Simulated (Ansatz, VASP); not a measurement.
**Ta2Cr: VASP beside Ansatz**

```
Ta Cr
1.0
     0.00000    3.76530    3.76530
     3.76530    0.00000    3.76530
     3.76530    3.76530    0.00000
Ta Cr
4 2
Direct
  0.62500 0.62500 0.62500
  0.12500 0.62500 0.62500
  0.62500 0.62500 0.12500
  0.62500 0.12500 0.62500
  0.00000 0.00000 0.00000
  0.25000 0.25000 0.25000
```

Alike in both runs: functional PBE; k mesh 4 × 4 × 4; occupations gaussian, width 0.1 eV; collinear spin.

Ansatz relaxed the structure, and its values are those at the end. VASP's run is a single point on that final structure, the one shown.

|  | VASP | Ansatz |
| --- | --- | --- |
| version | VASP 6.6.1 | Ansatz 0.2.0 |
| potentials or method | VASP PAW PBE potentials, release 64 (Ta_pv, Cr_pv), cutoff 520 eV | scalar-relativistic, plane waves, PAW |
| valence electrons in the cell | 68 | 80 |

Ansatz gave:

```
gap on the k mesh at the Fermi level (eV)                     : none
pressure (GPa)                                                : 0.2
net moment per atom (μB)                                      : 0.16
size of the moment on the site where the two differ most (μB) : 0.95
```

Task: Which values does VASP return?

Result: gap on the k mesh at the Fermi level (eV): none; pressure (GPa): 0.1; net moment per atom (μB): 0.00; size of the moment on the site where the two differ most (μB): 0.00.

The net moments are unlike, so the other rows may belong to different states. Site moments also hang on the region over which each program counts them. A gap of «none» marks a metal or a gap that the smearing closes. VASP's potentials hold 68 valence electrons a cell and Ansatz's 80, so a difference there can come from the potentials and not from the codes.

The k mesh is coarse, so the values compare programs but aren't converged. Spin-orbit coupling is off throughout.
